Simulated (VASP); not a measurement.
Write the native input for VASP 6.6.1 that does the following.

| Quantity | Value |
| --- | --- |
| Task | single point |
| Functional | PBE |
| Potentials or basis | VASP PAW PBE potentials, release 64 (Ru_pv, Ir) |
| Cutoff | 520 eV |
| k mesh | 6 × 6 × 6 |
| Occupations | gaussian, width 0.1 eV |
| Spin | no spin polarisation |
| Dipole correction | no |
| Further INCAR settings | ALGO = Normal; EDIFF = 1e-06; NBANDS = 26 |

The structure of IrRu2 lies in POSCAR:

```
IrRu2
1.0
    0.0000000000      2.9348216183      2.9348216183
    2.9348216183      0.0000000000      2.9348216183
    2.9348216183      2.9348216183      0.0000000000
Ru Ir
2 1
Direct
    0.2500000000      0.2500000000      0.2500000000
    0.7500000000      0.7500000000      0.7500000000
    0.0000000000      0.0000000000      0.0000000000
```

The input as run:

INCAR

```
SYSTEM = IrRu2
PREC = Accurate
ENCUT = 520
EDIFF = 1E-6
ISMEAR = 0
SIGMA = 0.1
LREAL = .False.
LASPH = .True.
NELM = 60
ALGO = Normal
ISIF = 2
LWAVE = .False.
LCHARG = .True.
GGA = PE
LELF = .True.
LVHAR = .True.
NBANDS = 26
```

KPOINTS

```
Automatic mesh
0
Gamma
  6 6 6
  0 0 0
```

Potentials or basis: VASP PAW PBE potentials, release 64 (Ru_pv, Ir).

Launch:

```sh
$ cat potpaw_PBE.64/Ru_pv/POTCAR potpaw_PBE.64/Ir/POTCAR > POTCAR
$ mpirun -np 1 vasp_std > vasp.out
```

It gave:

* Pressure: 0.2 GPa

Wall time 22 s on 1 thread of Intel(R) Xeon(R) Platinum 8375C CPU @ 2.90GHz (Ice Lake), on a shared host, peak memory 0.18 GiB.
